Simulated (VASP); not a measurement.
# Sc (P6_3/mmc) in VASP: notebook, part 2 of 2

VASP 6.6.1. The steps go on from the part before.

**3. Single point, PBE (volume scaled by 0.4)**

Input file INCAR:

```
SYSTEM = Sc
ALGO = Normal ; EDIFF = 1E-6
ENCUT = 520 ; GGA = PE
ISIF = 2 ; ISMEAR = -1
LASPH = .TRUE. ; LCHARG = .FALSE.
LREAL = .FALSE. ; LWAVE = .FALSE.
NBANDS = 30 ; NELM = 60
PREC = Accurate ; SIGMA = 0.05
```

Input file KPOINTS:

```
k-points
0
G
  12 12 4
  0 0 0
```

Input file POSCAR:

```
Sc
1.0
    2.4383213020      0.0000000000      0.0000000000
   -1.2191606510      2.1116481901      0.0000000000
    0.0000000000      0.0000000000      7.6542841796
Sc
4
Direct
    0.0000000000      0.0000000000      0.0000000000
    0.0000000000      0.0000000000      0.5000000000
    0.3333333333      0.6666666667      0.2500000000
    0.6666666667      0.3333333333      0.7500000000
```

Potentials or basis: VASP PAW PBE potentials, release 64 (Sc_sv).

Started as:

```sh
> cat potpaw_PBE.64/Sc_sv/POTCAR > POTCAR
> mpirun -np 1 vasp_std > vasp.out
```

OUTCAR:

```text
SYSTEM = Sc
   EDIFF = 1E-6
   ENCUT = 520
   GGA = PE
   ISIF = 2
   ISMEAR = -1
   LASPH = .TRUE.
   LREAL = .FALSE.
   NELM = 60
   PREC = Accurate

 ion  position               nearest neighbor table
   1  0.000  0.000  0.000-   3 2.38   4 2.38   3 2.38   4 2.38   4 2.38   3 2.38   4 3.40   3 3.40
                             3 3.40   4 3.40   3 3.40   4 3.40
   2  0.000  0.000  0.500-   3 2.38   4 2.38   3 2.38   4 2.38   4 2.38   3 2.38   4 3.40   3 3.40
                             3 3.40   4 3.40   3 3.40   4 3.40
   3  0.333  0.667  0.250-   1 2.38   2 2.38   1 2.38   2 2.38   1 2.38   2 2.38   1 3.40   2 3.40
                             1 3.40   2 3.40   1 3.40   2 3.40
   4  0.667  0.333  0.750-   1 2.38   2 2.38   1 2.38   2 2.38   1 2.38   2 2.38   1 3.40   2 3.40
                             1 3.40   2 3.40   1 3.40   2 3.40

  LATTYP: Found a hexagonal cell.
 ALAT       =     2.4383213020
 C/A-ratio  =     3.1391614277

  Lattice vectors:

 A1 = (   2.4383213020,   0.0000000000,   0.0000000000)
 A2 = (  -1.2191606510,   2.1116481901,   0.0000000000)
 A3 = (   0.0000000000,   0.0000000000,   7.6542841796)

Analysis of symmetry for initial positions (statically):
=====================================================================
 Subroutine PRICEL returns:
 Original cell was already a primitive cell.

 Routine SETGRP: Setting up the symmetry group for a
 hexagonal supercell.

 Subroutine GETGRP returns: Found 24 space group operations
 (whereof 12 operations were pure point group operations)
 out of a pool of 24 trial point group operations.

The static configuration has the point symmetry D_3d.
 The point group associated with its full space group is D_6h.

Analysis of symmetry for dynamics (positions and initial velocities):
=====================================================================
 Subroutine PRICEL returns:
 Original cell was already a primitive cell.

 Routine SETGRP: Setting up the symmetry group for a
 hexagonal supercell.

 Subroutine GETGRP returns: Found 24 space group operations
 (whereof 12 operations were pure point group operations)
 out of a pool of 24 trial point group operations.

The dynamic configuration has the point symmetry D_3d.
 The point group associated with its full space group is D_6h.

 Subroutine INISYM returns: Found 24 space group operations
 (whereof 12 operations are pure point group operations),
 and found     1 'primitive' translations

----------------------------------------------------------------------------------------

                                     Primitive cell

  volume of cell :      39.4110

  direct lattice vectors                    reciprocal lattice vectors
     2.438321302  0.000000000  0.000000000     0.410118223  0.236781867  0.000000000
    -1.219160651  2.111648190  0.000000000     0.000000000  0.473563733  0.000000000
     0.000000000  0.000000000  7.654284180     0.000000000  0.000000000  0.130645790

  length of vectors
     2.438321302  2.438321302  7.654284180     0.473563733  0.473563733  0.130645790

  position of ions in fractional coordinates (direct lattice)
     0.000000000  0.000000000  0.000000000
     0.000000000  0.000000000  0.500000000
     0.333333333  0.666666667  0.250000000
     0.666666667  0.333333333  0.750000000

  ion indices of the primitive-cell ions
   primitive index   ion index
                 1           1
                 2           2
                 3           3
                 4           4

----------------------------------------------------------------------------------------

[... 21 lines left out ...]

 Found     57 irreducible k-points:

 Following reciprocal coordinates:
            Coordinates               Weight
  0.000000  0.000000  0.000000      1.000000
  0.083333  0.000000  0.000000      6.000000
  0.166667  0.000000  0.000000      6.000000
  0.250000  0.000000  0.000000      6.000000
  0.333333  0.000000  0.000000      6.000000
  0.416667  0.000000  0.000000      6.000000
[... 16 lines left out ...]
  0.250000  0.000000  0.250000     12.000000
  0.333333  0.000000  0.250000     12.000000
 [... further k-points ...]
   k-points           NKPTS =     57   k-points in BZ     NKDIM =     57   number of bands    NBANDS=     30
   number of dos      NEDOS =    301   number of ions     NIONS =      4
   total plane-waves  NPLWV =  19440
   dimension x,y,z NGX =    18 NGY =   18 NGZ =   60
   dimension x,y,z NGXF=    36 NGYF=   36 NGZF=  120
   ions per type =               4
   NGX,Y,Z   is equivalent  to a cutoff of  12.27, 12.27, 13.03 a.u.
   NGXF,Y,Z  is equivalent  to a cutoff of  24.54, 24.54, 26.06 a.u.
 SYSTEM =  Sc
   PREC   = accura    normal or accurate (medium, high low for compatibility)
   ISTART =      0    job   : 0-new  1-cont  2-samecut
   ICHARG =      2    charge: 1-file 2-atom 10-const
   ISPIN  =      1    spin polarized calculation?
   LNONCOLLINEAR =      F non collinear calculations
   LSORBIT =      F    spin-orbit coupling
   LASPH  =      T    aspherical Exc in radial PAW
   ENCUT  =  520.0 eV  38.22 Ry    6.18 a.u.   4.53  4.53 14.23*2*pi/ulx,y,z
   NELM   =     60;   NELMIN=  2; NELMDL= -5     # of ELM steps
   EDIFF  = 0.1E-05   stopping-criterion for ELM
   LREAL  =      F    real-space projection
   EDIFFG = 0.1E-04   stopping-criterion for IOM
   NSW    =      0    number of steps for IOM
   IBRION =     -1    ionic relax: 0-MD 1-quasi-New 2-CG
   NFREE  =      0    steps in history (QN), initial steepest desc. (CG)
   ISIF   =      2    stress and relaxation
   ISYM   =      2    0-nonsym 1-usesym 2-fastsym
   POTIM  = 0.5000    time-step for ionic-motion
   TEBEG  =    0.0;   TEEND  =   0.0 temperature during run
   PSTRESS=    0.0 pullay stress
   NELECT =      44.0000    total number of electrons
   NUPDOWN=      -1.0000    fix difference up-down
   EMIN   =  10.00;   EMAX   =-10.00  energy-range for DOS
   EFERMI =   0.00;   METHOD = LEGACY
   ISMEAR =    -1;   SIGMA  =   0.05  broadening in eV -4-tet -1-fermi 0-gaus
   EFERMI_NEDOS =   21; number of points for ismear=-14 and -15
   IALGO  =     38    algorithm
   IMIX   =      4    mixing-type and parameters
     AMIX     =   0.40;   BMIX     =  1.00
     AMIX_MAG =   1.60;   BMIX_MAG =  1.00
  volume/ion in A,a.u.               =       9.85        66.49
  Fermi-wavevector in a.u.,A,eV,Ry     =   1.698322  3.209363 39.243250  2.884298
  Thomas-Fermi vector in A             =   2.778842
   LORBIT       =      0    0 simple, 1 ext, 2 COOP (PROOUT), +10 PAW based schemes
   GGA     = PE    functional components
   LHFCALC =     F    Hartree Fock is set to
   AEXX    =    0.0000 exact exchange contribution
   IVDW    =     0    specifies the selected vdW correction
   LEPSILON=     F    determine dielectric tensor
   LRPA    =     F    only Hartree local field effects (RPA)
 non-spin polarized calculation
  energy-cutoff  :      520.00
  volume of cell :       39.41
 maximum number of plane-waves:      1096
   NGX =  9   NGY =  9   NGZ = 29

 number of electron      44.0000005 magnetization

 Free energy of the ion-electron system (eV)
  ---------------------------------------------------
  ext. energy  EPLUGINS =         0.00000000
  ---------------------------------------------------
  free energy    TOTEN  =        -6.93260471 eV

  energy without entropy =       -6.91304303  energy(sigma->0) =       -6.92282387

 E-fermi :  11.3355     XC(G=0): -14.3456

 val. band max:       11.3297891301   @ k =   0.3333   0.3333   0.0000
 cond. band min:      11.3689852105   @ k =   0.3333   0.2500   0.2500
 fundamental gap:      0.0391960804
 Fermi energy:        11.3355140075

 k-point     1 :       0.0000    0.0000    0.0000
  band No.  band energies     occupation
      1     -38.1738      2.00000
      2     -37.3114      2.00000
      3     -37.2942      2.00000
      4     -36.2882      2.00000
      5     -18.7039      2.00000
      6     -16.1202      2.00000
[... 781 lines left out ...]
     29      15.7486      0.00000
     30      16.6383      0.00000

 [... further k-points ...]
[... 5 lines left out ...]
  --------------------------------------------------------------------------------------
  -------------------------------------------------------------------------------------
  Total       42.8506898     42.8506898     43.0199952     -0.0000000      0.0000000      0.0000000
  in kB     1742.0127135   1742.0127135   1748.8954991     -0.0000000      0.0000000      0.0000000
  external PRESSURE =    1744.3069754 kB  Pullay stress =       0.0000000 kB

 VOLUME and BASIS-vectors are now :
 -----------------------------------------------------------------------------
  energy-cutoff  :      520.00
  volume of cell :       39.41
      direct lattice vectors                 reciprocal lattice vectors
     2.438321302  0.000000000  0.000000000     0.410118223  0.236781867  0.000000000
    -1.219160651  2.111648190  0.000000000     0.000000000  0.473563733  0.000000000
     0.000000000  0.000000000  7.654284180     0.000000000  0.000000000  0.130645790

 POSITION                                       TOTAL-FORCE (eV/Angst)
 -----------------------------------------------------------------------------------
      0.00000      0.00000      0.00000        -0.000000     -0.000000      0.000000
      0.00000      0.00000      3.82714         0.000000     -0.000000      0.000000
     -0.00000      1.40777      1.91357        -0.000000      0.000000      0.000000
      1.21916      0.70388      5.74071        -0.000000      0.000000     -0.000000
 -----------------------------------------------------------------------------------
    total drift:                                0.000000     -0.000000      0.000000

  FREE ENERGIE OF THE ION-ELECTRON SYSTEM (eV)
  ---------------------------------------------------
  free  energy   TOTEN  =        -6.9326047086 eV

  energy  without entropy=       -6.9130430300  energy(sigma->0) =       -6.92282387
```

OSZICAR:

```text
N       E                     dE             d eps       ncg     rms          rms(c)
DAV:   1     0.763266897740E+03    0.76327E+03   -0.19251E+04  3452   0.183E+03
DAV:   2     0.450581690489E+02   -0.71821E+03   -0.70511E+03  4324   0.784E+02
DAV:   3    -0.487019607486E+01   -0.49928E+02   -0.46732E+02  5110   0.268E+02
DAV:   4    -0.743204534447E+01   -0.25618E+01   -0.23710E+01  5584   0.510E+01
DAV:   5    -0.750582086151E+01   -0.73776E-01   -0.73221E-01  5462   0.853E+00    0.465E+01
DAV:   6    -0.703211911370E+01    0.47370E+00   -0.70234E-01  4318   0.103E+01    0.239E+01
DAV:   7    -0.693667224988E+01    0.95447E-01   -0.43578E-01  4532   0.769E+00    0.163E+00
DAV:   8    -0.693415036411E+01    0.25219E-02   -0.47295E-02  4830   0.318E+00    0.428E-01
DAV:   9    -0.693267676411E+01    0.14736E-02   -0.17558E-02  4738   0.212E+00    0.618E-02
DAV:  10    -0.693264263708E+01    0.34127E-04   -0.58969E-04  5212   0.365E-01    0.197E-02
DAV:  11    -0.693262138335E+01    0.21254E-04   -0.44936E-05  5440   0.949E-02    0.217E-02
DAV:  12    -0.693260461057E+01    0.16773E-04   -0.35062E-06  3300   0.284E-02    0.350E-03
DAV:  13    -0.693260470865E+01   -0.98079E-07   -0.58062E-07  2522   0.150E-02
   1 F= -.69326047E+01 E0= -.69228239E+01  d E =-.195617E-01
```

stdout:

```text
POSCAR found type information on POSCAR Sc
 POSCAR found :  1 types and       4 ions
 scaLAPACK will be used
 LDA part: xc-table for (Slater+PW92), standard interpolation
 POSCAR, INCAR and KPOINTS ok, starting setup
 FFT: planning ... GRIDC
 FFT: planning ... GRID_SOFT
 FFT: planning ... GRID
 WAVECAR not read
 entering main loop
```

Run time: 51 s. Hardware: 1 thread of Intel Xeon Platinum 8488C (Sapphire Rapids), shared host; peak memory 0.17 GiB.

Results:

```
Free energy            : -6.9326 eV
Pressure               : 174.4 GPa
Band gap on the k mesh : zero (band 22 reaches 13.02 eV, above the bottom of band 23 at 10.80 eV)
```

Caveat: the cell differs from its parent crystal (volume scaled by 0.4).

**4. Single point, PBE**

This run uses another cell than the first one, of 14.78 Å³/atom, 1.500 times its volume.

Input file INCAR:

```
ALGO = Normal
EDIFF = 1E-7
ENCUT = 520
GGA = PE
ISIF = 2
ISMEAR = -1
LASPH = T
LCHARG = F
LREAL = F
LWAVE = F
NBANDS = 30
NELM = 60
PREC = Accurate
SIGMA = 0.05
```

Input file KPOINTS:

```
k-points
0
Gamma
  12 12 4
```

Input file POSCAR:

```
Sc
1.0
    2.7766321006      0.0000000000      0.0000000000
   -1.3883160503      2.4046339361      0.0000000000
    0.0000000000      0.0000000000      8.8540307599
Sc
4
Direct
    0.0000000000      0.0000000000      0.0000000000
    0.0000000000      0.0000000000      0.5000000000
    0.3333333333      0.6666666667      0.2500000000
    0.6666666667      0.3333333333      0.7500000000
```

Started as:

```sh
> cat potpaw_PBE.64/Sc_sv/POTCAR > POTCAR
> mpirun -np 1 vasp_std > vasp.out
```

It took 76 s on 1 thread of Intel Xeon Platinum 8488C (Sapphire Rapids), shared host; peak memory 0.22 GiB.

It converged, with:

| Property | Result |
| --- | --- |
| Free energy | -19.8731 eV |
| Pressure | 57.7 GPa |
| Band gap on the k mesh | zero (band 22 reaches 9.04 eV, above the bottom of band 23 at 6.78 eV) |

Stress tensor (GPa, compression positive):
```
57.58  0.00  0.00
 0.00 57.58  0.00
 0.00  0.00 57.91
```

Levels at points of the mesh, in eV from the Fermi level:
| k point | band 19 | band 20 | band 21 | band 22 | band 23 | band 24 | band 25 | band 26 |
| --- | --- | --- | --- | --- | --- | --- | --- | --- |
| (0.00, 0.00, 0.00) | -3.34 | -2.47 | 1.13 | 1.19 | 1.83 | 1.83 | 1.92 | 1.92 |
| (0.50, 0.00, 0.00) | -2.09 | -1.47 | -0.78 | -0.60 | -0.48 | 1.01 | 1.23 | 1.73 |
| (0.00, 0.00, 0.50) | -2.50 | -2.50 | 1.72 | 1.72 | 1.87 | 1.87 | 2.02 | 2.02 |
| (0.50, 0.00, 0.50) | -2.00 | -2.00 | -1.35 | -1.35 | 0.96 | 0.96 | 2.15 | 2.15 |
